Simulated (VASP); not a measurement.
## Cr: single point with PBEsol

Crystal: Cr.

```
Cr
1.0
     0.00000    1.74023    1.74023
     1.74023    0.00000    1.74023
     1.74023    1.74023    0.00000
Cr
1
Direct
  0.00000 0.00000 0.00000
```

This isn't the form of Cr at room conditions, which is bcc.

```
Program                : VASP 6.6.1
Task                   : single point
Functional             : PBEsol
Potentials or basis    : VASP PAW PBE potentials, release 64 (Cr_pv)
Cutoff                 : 520 eV
k mesh                 : 17 × 17 × 17
Occupations            : fermi-dirac, width 0.05 eV
Spin                   : collinear spin, ferromagnetic start
Starting moments       : [1.5] μB
Dipole correction      : no
Further INCAR settings : ALGO = Normal; EDIFF = 1e-07; NBANDS = 16
```

```yaml
Pressure: 25.1 GPa
Band_gap_on_the_k_mesh: zero (filled and empty bands overlap)
Net_moment: 0.00 μB per cell
Valence_electrons_inside_the_program's_atomic_spheres: Cr 11.29
```

Levels at points of the mesh, in eV from the Fermi level:
Spin up:
| k point | band 2 | band 3 | band 4 | band 5 | band 6 | band 7 | band 8 | band 9 | band 10 | band 11 |
| --- | --- | --- | --- | --- | --- | --- | --- | --- | --- | --- |
| (0.00, 0.00, 0.00) | -41.97 | -41.97 | -7.89 | -0.52 | -0.52 | -0.52 | 1.55 | 1.55 | 7.67 | 20.56 |
Spin down:
```tsv
k point	band 3	band 4	band 5	band 6	band 7	band 8	band 9	band 10
(0.00, 0.00, 0.00)	-41.97	-7.89	-0.52	-0.52	-0.52	1.55	1.55	7.67
```

It took 28 s on 1 thread of Intel(R) Xeon(R) 6975P-C (Granite Rapids) (shared host), peak memory 0.16 GiB.

Caveat: the cell stands under pressure; an empty level that is flat over the whole mesh can mark a ghost state of the potentials, or a narrow d or f band; the PAW data sets were made with another functional, which shifts forces and pressure a little.
